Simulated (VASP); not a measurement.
CdCo2Se3: relaxation of cell and atoms with PBE

Crystal: CdCo2Se3.

```
CELL_PARAMETERS angstrom
4.18360 0.00000 0.00000
-2.09180 3.62310 0.00000
0.00000 0.00000 9.14658
ATOMIC_POSITIONS crystal
Cd 0.00000 0.00000 0.50000
Co 0.00000 0.00000 0.19535
Co 0.00000 0.00000 0.80465
Se 0.50000 0.00000 0.00000
Se 0.00000 0.50000 0.00000
Se 0.50000 0.50000 0.00000
```

The cell was generated, and may not be a known phase.

```
Program                : VASP 6.6.1
Task                   : relaxation of cell and atoms
Functional             : PBE
Potentials or basis    : VASP PAW PBE potentials, release 64 (Cd, Co, Se)
Cutoff                 : 600 eV
k mesh                 : 3 × 3 × 2
Occupations            : gaussian, width 0.15 eV
Spin                   : collinear spin, ferromagnetic start
Starting moments       : [0.0, 3.0, 3.0, 0.0, 0.0, 0.0] μB
Dipole correction      : no
Further INCAR settings : ALGO = Normal; EDIFF = 1e-06; IBRION = 2; EDIFFG = -0.08; NSW = 36; ISIF = 3
```

- Relaxed volume: 31.29 Å³/atom
- Relaxed cell: a = 5.418 Å, b = 5.418 Å, c = 7.384 Å, α = 90.00°, β = 90.00°, γ = 120.00°
- Space group after relaxing (to 0.1 Å): P6/mmm (No. 191)
- Energy gained by relaxing: 2075.3 meV/atom
- Ionic steps: 21
- Pressure after relaxing: 0.2 GPa
- Largest force after relaxing: 0.054 eV/Å
- Net moment: -3.33 μB per cell
- Site moments: Cd +0.01; Co -1.62; Se -0.02 μB
- Valence electrons inside the program's atomic spheres: Cd 10.31; Co 7.97; Se 3.70

Forces on the atoms (eV/Å):
```
Cd   0.000  0.000  0.000
Co   0.000  0.000  0.054
Co   0.000  0.000 -0.054
Se   0.000  0.000  0.000
Se   0.000  0.000  0.000
Se   0.000  0.000  0.000
```

Stress tensor (GPa, compression positive):
```
0.18 0.00 0.00
0.00 0.18 0.00
0.00 0.00 0.26
```

Step by step:
| step | energy change (eV) | largest force (eV/Å) | pressure (GPa) | volume (Å³) |
| --- | --- | --- | --- | --- |
| 1 | 0.0000 | 0.1340 | 38.49 | 138.64 |
| 2 | -8.1325 | 1.2803 | -5.09 | 268.94 |
| 3 | -9.9114 | 0.8450 | 0.22 | 206.92 |
| 4 | -9.0066 | 1.3855 | -3.99 | 228.78 |
| 5 | -9.0728 | 1.4541 | -3.39 | 220.62 |
| 6 | -9.0796 | 1.4784 | -3.05 | 216.92 |
| 7 | -10.1386 | 2.1840 | -2.86 | 201.37 |
| 8 | -7.9742 | 6.7611 | 16.04 | 151.77 |
| 9 | -10.8184 | 2.9342 | 0.43 | 190.36 |
| 10 | -10.8721 | 3.4995 | 1.03 | 185.61 |
| 11 | -11.5970 | 3.2027 | 0.60 | 181.61 |
| 12 | -9.0900 | 15.7006 | 11.67 | 169.18 |
| 13 | -11.6837 | 3.2989 | 0.80 | 179.99 |
| 14 | -12.1457 | 0.1762 | 2.70 | 174.65 |
| 15 | -12.1602 | 1.6093 | 1.77 | 176.23 |
| 16 | -12.1785 | 0.9432 | 2.08 | 175.56 |
| 17 | -12.4015 | 0.5106 | 0.73 | 182.22 |
| 18 | -12.4416 | 0.4033 | 0.21 | 185.84 |
| 19 | -12.4458 | 0.3811 | 0.04 | 187.28 |
| 20 | -12.4459 | 0.3779 | -0.02 | 187.56 |
| 21 | -12.4520 | 0.0541 | 0.21 | 187.73 |

Final structure:
```
CELL_PARAMETERS angstrom
5.41827 0.00000 0.00000
-2.70914 4.69236 0.00000
0.00000 0.00000 7.38392
ATOMIC_POSITIONS crystal
Cd 0.00000 0.00000 0.50000
Co 0.00000 0.00000 0.14037
Co 0.00000 0.00000 0.85963
Se 0.50000 0.00000 0.00000
Se 0.00000 0.50000 0.00000
Se 0.50000 0.50000 0.00000
```

Levels at points of the mesh, in eV from the Fermi level:
Spin up:
| k point | band 19 | band 20 | band 21 | band 22 | band 23 | band 24 | band 25 | band 26 |
| --- | --- | --- | --- | --- | --- | --- | --- | --- |
| (0.00, 0.00, 0.00) | -0.51 | -0.51 | -0.37 | -0.13 | 0.47 | 0.47 | 0.64 | 0.64 |
| (0.00, 0.00, 0.50) | -0.78 | -0.52 | -0.52 | 0.30 | 0.30 | 0.64 | 0.64 | 0.79 |
Spin down:
```tsv
k point	band 22	band 23	band 24	band 25	band 26	band 27	band 28	band 29	band 30	band 31
(0.00, 0.00, 0.00)	-1.49	-1.21	-0.62	-0.21	-0.21	1.24	2.10	3.38	3.38	4.30
(0.00, 0.00, 0.50)	-1.58	-1.38	-0.38	-0.21	-0.21	1.55	2.10	3.36	3.36	3.53
```

Run time: 27 min on 1 thread of Intel(R) Xeon(R) 6975P-C (Granite Rapids), on a shared host, peak memory 0.42 GiB.

Caveat: the k points lie up to 0.45 Å⁻¹ apart in the final cell; the volume moved by over 15 % at a fixed basis, so the end points are rough; the relaxation stopped at a loose force limit of 0.08 eV/Å, so its end isn't a converged minimum. With open d or f shells a metallic result of PBE can be an artefact of self-interaction; +U or a hybrid may open a gap.
